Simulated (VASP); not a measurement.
# Al2BP3 (P3m1) in VASP: a series of runs

The runs below take Al2BP3 through single point, relaxation of cell and atoms, with PBE.

Everything below comes from runs of VASP 6.6.1. Logs are shortened: lines on timing, memory, paths and dates and some standing lists are left out, and cuts for length are marked.

### Step 1. The cell of the first run

It takes space group P3m1 (No. 156, trigonal). Conventional cell: a = 3.595 Å, b = 3.595 Å, c = 17.702 Å, α = 90.00°, β = 90.00°, γ = 120.00°. Within 2.9 Å of Al (site symmetry 3m) lie 4 P at 2.20 to 2.21 Å. Within 2.9 Å of Al (site symmetry 3m) lie 4 P at 2.20 to 2.21 Å. Al (site symmetry 3m) has 4 P at 2.20 to 2.21 Å within 2.9 Å. Within 2.9 Å of Al (site symmetry 3m) lie 4 P at 2.20 to 2.21 Å. Within 2.9 Å of B (site symmetry 3m) lie 4 P at 2.20 to 2.21 Å. B (site symmetry 3m) has 4 P at 2.20 to 2.21 Å within 2.9 Å. Within 2.9 Å of P (site symmetry 3m) lie 3 B at 2.20 Å and 1 Al at 2.21 Å. Within 2.9 Å of P (site symmetry 3m) lie 3 B at 2.20 Å and 1 Al at 2.21 Å.

### Step 2. Single point, PBE

INCAR reads:

```
SYSTEM = Al2BP3
ALGO = Normal
EDIFF = 1E-7
ENCUT = 520
GGA = PE
ISIF = 2
ISMEAR = 0
LASPH = .True.
LCHARG = .False.
LREAL = .False.
LWAVE = .False.
NBANDS = 36
NELM = 100
PREC = Accurate
SIGMA = 0.1
```

KPOINTS reads:

```
k-points
0
Gamma
  6 6 1
  0 0 0
```

POSCAR reads:

```
Al2BP3
1.0
    3.5948848600      0.0000000000      0.0000000000
   -1.7974424300      3.1132616100      0.0000000000
    0.0000000000      0.0000000000     17.7017155200
Al B P
4 2 6
Direct
    0.3333333300      0.6666666700      0.0000230000
    0.3333333300      0.6666666700      0.3333563300
    0.3333333300      0.6666666700      0.6666896700
    0.6666666700      0.3333333300      0.8333563300
    0.6666666700      0.3333333300      0.1666896700
    0.6666666700      0.3333333300      0.5000230000
    0.3333333300      0.6666666700      0.1249770000
    0.3333333300      0.6666666700      0.4583103400
    0.3333333300      0.6666666700      0.7916436700
    0.6666666700      0.3333333300      0.2916436700
    0.6666666700      0.3333333300      0.6249770000
    0.6666666700      0.3333333300      0.9583103400
```

Potentials or basis: VASP PAW PBE potentials, release 64 (Al, B, P).

Command:

```bash
> cat potpaw_PBE.64/Al/POTCAR potpaw_PBE.64/B/POTCAR potpaw_PBE.64/P/POTCAR > POTCAR
> mpirun -np 1 vasp_std > vasp.out
```

OUTCAR:

```text
SYSTEM = Al2BP3
   EDIFF = 1E-7
   ENCUT = 520
   GGA = PE
   ISIF = 2
   ISMEAR = 0
   LASPH = .True.
   LREAL = .False.
   NELM = 100
   PREC = Accurate

 ion  position               nearest neighbor table
   1  0.333  0.667  0.000-  12 2.20  12 2.20  12 2.20   7 2.21
   2  0.333  0.667  0.333-  10 2.20  10 2.20  10 2.20   8 2.21
   3  0.333  0.667  0.667-  11 2.20  11 2.20  11 2.20   9 2.21
   4  0.667  0.333  0.833-   9 2.20   9 2.20   9 2.20  12 2.21
   5  0.667  0.333  0.167-   7 2.20   7 2.20   7 2.20  10 2.21
   6  0.667  0.333  0.500-   8 2.20   8 2.20   8 2.20  11 2.21
   7  0.333  0.667  0.125-   5 2.20   5 2.20   5 2.20   1 2.21
   8  0.333  0.667  0.458-   6 2.20   6 2.20   6 2.20   2 2.21
   9  0.333  0.667  0.792-   4 2.20   4 2.20   4 2.20   3 2.21
  10  0.667  0.333  0.292-   2 2.20   2 2.20   2 2.20   5 2.21
  11  0.667  0.333  0.625-   3 2.20   3 2.20   3 2.20   6 2.21
  12  0.667  0.333  0.958-   1 2.20   1 2.20   1 2.20   4 2.21

  LATTYP: Found a hexagonal cell.
 ALAT       =     3.5948848600
 C/A-ratio  =     4.9241397734

  Lattice vectors:

 A1 = (   3.5948848600,   0.0000000000,   0.0000000000)
 A2 = (  -1.7974424300,   3.1132616100,   0.0000000000)
 A3 = (   0.0000000000,   0.0000000000,  17.7017155200)

Analysis of symmetry for initial positions (statically):
=====================================================================
 Subroutine PRICEL returns:
 Original cell was already a primitive cell.

 Routine SETGRP: Setting up the symmetry group for a
 hexagonal supercell.

 Subroutine GETGRP returns: Found  6 space group operations
 (whereof  6 operations were pure point group operations)
 out of a pool of 24 trial point group operations.

The static configuration has the point symmetry C_3v.

Analysis of symmetry for dynamics (positions and initial velocities):
=====================================================================
 Subroutine PRICEL returns:
 Original cell was already a primitive cell.

 Routine SETGRP: Setting up the symmetry group for a
 hexagonal supercell.

 Subroutine GETGRP returns: Found  6 space group operations
 (whereof  6 operations were pure point group operations)
 out of a pool of 24 trial point group operations.

[... 108 lines left out ...]
   ISIF   =      2    stress and relaxation
   ISYM   =      2    0-nonsym 1-usesym 2-fastsym
   POTIM  = 0.5000    time-step for ionic-motion
   TEBEG  =    0.0;   TEEND  =   0.0 temperature during run
   PSTRESS=    0.0 pullay stress
   NELECT =      48.0000    total number of electrons
   NUPDOWN=      -1.0000    fix difference up-down
   EMIN   =  10.00;   EMAX   =-10.00  energy-range for DOS
   EFERMI =   0.00;   METHOD = LEGACY
   ISMEAR =     0;   SIGMA  =   0.10  broadening in eV -4-tet -1-fermi 0-gaus
   EFERMI_NEDOS =   21; number of points for ismear=-14 and -15
   IALGO  =     38    algorithm
   IMIX   =      4    mixing-type and parameters
     AMIX     =   0.40;   BMIX     =  1.00
     AMIX_MAG =   1.60;   BMIX_MAG =  1.00
  volume/ion in A,a.u.               =      16.51       111.41
  Fermi-wavevector in a.u.,A,eV,Ry     =   1.020587  1.928629 14.171792  1.041597
  Thomas-Fermi vector in A             =   2.154164
   LORBIT       =      0    0 simple, 1 ext, 2 COOP (PROOUT), +10 PAW based schemes
   GGA     = PE    functional components
   LHFCALC =     F    Hartree Fock is set to
   AEXX    =    0.0000 exact exchange contribution
   IVDW    =     0    specifies the selected vdW correction
   LEPSILON=     F    determine dielectric tensor
   LRPA    =     F    only Hartree local field effects (RPA)
 non-spin polarized calculation
 Gauss-broadening in eV      SIGMA  =   0.10
  energy-cutoff  :      520.00
  volume of cell :      198.11
 maximum number of plane-waves:      5393
 NGX is ok and might be reduce to    28
   NGX = 13   NGY = 13   NGZ = 65

 number of electron      48.0000002 magnetization

 Free energy of the ion-electron system (eV)
  ---------------------------------------------------
  ext. energy  EPLUGINS =         0.00000000
  ---------------------------------------------------
  free energy    TOTEN  =       -61.96825328 eV

  energy without entropy =      -61.96825328  energy(sigma->0) =      -61.96825328

 E-fermi :   6.4550     XC(G=0):  -9.8499

 val. band max:        5.9879338901   @ k =   0.0000   0.0000   0.0000
 cond. band min:       7.2783989712   @ k =   0.5000   0.0000   0.0000
 fundamental gap:      1.2904650812
 Fermi energy:         6.4550070574

 k-point     1 :       0.0000    0.0000    0.0000
  band No.  band energies     occupation
      1      -7.1317      2.00000
      2      -6.7095      2.00000
      3      -6.6577      2.00000
      4      -5.7200      2.00000
      5      -5.6377      2.00000
      6      -4.8316      2.00000
[... 262 lines left out ...]
     35      12.3870      0.00000
     36      12.5309      0.00000

------------------------ aborting loop because EDIFF is reached ----------------------------------------

  FORCE on cell =-STRESS in cart. coord.  units (eV):
  Direction    XX          YY          ZZ          XY          YZ          ZX
  --------------------------------------------------------------------------------------
  -------------------------------------------------------------------------------------
  Total       14.3915506     14.3915506     15.9403838      0.0000000      0.0000000      0.0000000
  in kB      116.3863945    116.3863943    128.9120154      0.0000000      0.0000000      0.0000000
  external PRESSURE =     120.5616014 kB  Pullay stress =       0.0000000 kB

 VOLUME and BASIS-vectors are now :
 -----------------------------------------------------------------------------
  energy-cutoff  :      520.00
  volume of cell :      198.11
      direct lattice vectors                 reciprocal lattice vectors
     3.594884860  0.000000000  0.000000000     0.278173026  0.160603272  0.000000000
    -1.797442430  3.113261610  0.000000000     0.000000000  0.321206543  0.000000000
     0.000000000  0.000000000 17.701715520     0.000000000  0.000000000  0.056491700

 POSITION                                       TOTAL-FORCE (eV/Angst)
 -----------------------------------------------------------------------------------
     -0.00000      2.07551      0.00041        -0.000000      0.000000     -0.051028
     -0.00000      2.07551      5.90098         0.000000      0.000000     -0.398549
     -0.00000      2.07551     11.80155        -0.000000      0.000000     -0.296812
      1.79744      1.03775     14.75184        -0.000000      0.000000      0.032320
      1.79744      1.03775      2.95069         0.000000     -0.000000      0.192606
      1.79744      1.03775      8.85126         0.000000      0.000000      0.180021
     -0.00000      2.07551      2.21231        -0.000000      0.000000      3.605331
     -0.00000      2.07551      8.11288        -0.000000      0.000000      3.603162
     -0.00000      2.07551     14.01345        -0.000000      0.000000     -0.050425
      1.79744      1.03775      5.16259         0.000000      0.000000     -3.392427
      1.79744      1.03775     11.06317         0.000000     -0.000000     -3.454051
      1.79744      1.03775     16.96374         0.000000      0.000000      0.029851
 -----------------------------------------------------------------------------------
    total drift:                               -0.000004      0.000002     -0.000317

  FREE ENERGIE OF THE ION-ELECTRON SYSTEM (eV)
  ---------------------------------------------------
  free  energy   TOTEN  =       -61.9682532840 eV

  energy  without entropy=      -61.9682532840  energy(sigma->0) =      -61.96825328
```

OSZICAR:

```text
N       E                     dE             d eps       ncg     rms          rms(c)
DAV:   1     0.144296372961E+03    0.14430E+03   -0.19187E+04   504   0.113E+03
DAV:   2    -0.514046523348E+02   -0.19570E+03   -0.18393E+03   660   0.179E+02
DAV:   3    -0.637746929274E+02   -0.12370E+02   -0.12236E+02   652   0.434E+01
DAV:   4    -0.640040396910E+02   -0.22935E+00   -0.22833E+00   664   0.693E+00
DAV:   5    -0.640112215428E+02   -0.71819E-02   -0.71733E-02   660   0.116E+00    0.126E+01
DAV:   6    -0.623365671738E+02    0.16747E+01   -0.18851E+00   648   0.544E+00    0.800E+00
DAV:   7    -0.619944819020E+02    0.34209E+00   -0.25505E+00   640   0.591E+00    0.239E+00
DAV:   8    -0.619675176829E+02    0.26964E-01   -0.26932E-01   604   0.242E+00    0.178E+00
DAV:   9    -0.619685117384E+02   -0.99406E-03   -0.42728E-02   636   0.747E-01    0.865E-01
DAV:  10    -0.619680299234E+02    0.48181E-03   -0.26801E-03   612   0.226E-01    0.399E-01
DAV:  11    -0.619681988429E+02   -0.16892E-03   -0.14943E-03   584   0.152E-01    0.102E-01
DAV:  12    -0.619681986123E+02    0.23063E-06   -0.14897E-04   660   0.515E-02    0.639E-02
DAV:  13    -0.619682383194E+02   -0.39707E-04   -0.81668E-05   556   0.343E-02    0.292E-02
DAV:  14    -0.619682529927E+02   -0.14673E-04   -0.15824E-05   596   0.167E-02    0.357E-02
DAV:  15    -0.619682529141E+02    0.78553E-07   -0.21983E-06   672   0.634E-03    0.235E-02
DAV:  16    -0.619682531696E+02   -0.25544E-06   -0.36092E-06   608   0.729E-03    0.239E-03
DAV:  17    -0.619682532772E+02   -0.10769E-06   -0.31941E-07   480   0.236E-03    0.207E-03
DAV:  18    -0.619682532840E+02   -0.67621E-08   -0.35652E-08   312   0.813E-04
   1 F= -.61968253E+02 E0= -.61968253E+02  d E =-.105121E-11
```

stdout:

```text
POSCAR found type information on POSCAR AlB P
 POSCAR found :  3 types and      12 ions
 scaLAPACK will be used
 LDA part: xc-table for (Slater+PW92), standard interpolation
 POSCAR, INCAR and KPOINTS ok, starting setup
 FFT: planning ... GRIDC
 FFT: planning ... GRID_SOFT
 FFT: planning ... GRID
 WAVECAR not read
 entering main loop
```

Run time: 40 s. Hardware: 1 thread of Intel Xeon 6975P-C (Granite Rapids), shared host; peak memory 0.32 GiB.

Results:

| Quantity | Value |
| --- | --- |
| Free energy | -61.9683 eV |
| Pressure | 12.1 GPa |
| Largest force | 3.605 eV/Å |
| Band gap on the k mesh | 1.29 eV (least direct gap 1.91 eV) |

Forces on the atoms (eV/Å):
```
Al   0.000  0.000 -0.051
Al   0.000  0.000 -0.399
Al   0.000  0.000 -0.297
Al   0.000  0.000  0.032
B    0.000  0.000  0.193
B    0.000  0.000  0.180
P    0.000  0.000  3.605
P    0.000  0.000  3.603
P    0.000  0.000 -0.050
P    0.000  0.000 -3.392
P    0.000  0.000 -3.454
P    0.000  0.000  0.030
```

Levels at points of the mesh, in eV from the valence-band top:
```tsv
k point	band 21	band 22	band 23	band 24	band 25	band 26	band 27	band 28
(0.00, 0.00, 0.00)	-0.31	-0.28	0.00	0.00	1.91	2.11	3.00	3.21
(0.50, 0.00, 0.00)	-1.93	-1.89	-1.65	-1.19	1.29	1.35	1.82	2.06
```

Caveat: the cell stands under pressure; an odd mesh through Γ misses points on the zone boundary, where band edges can lie; forces of over 1 eV/Å act on the atoms, so gaps and moduli don't describe the material at rest.

(Part 1 of 2 ends here.)
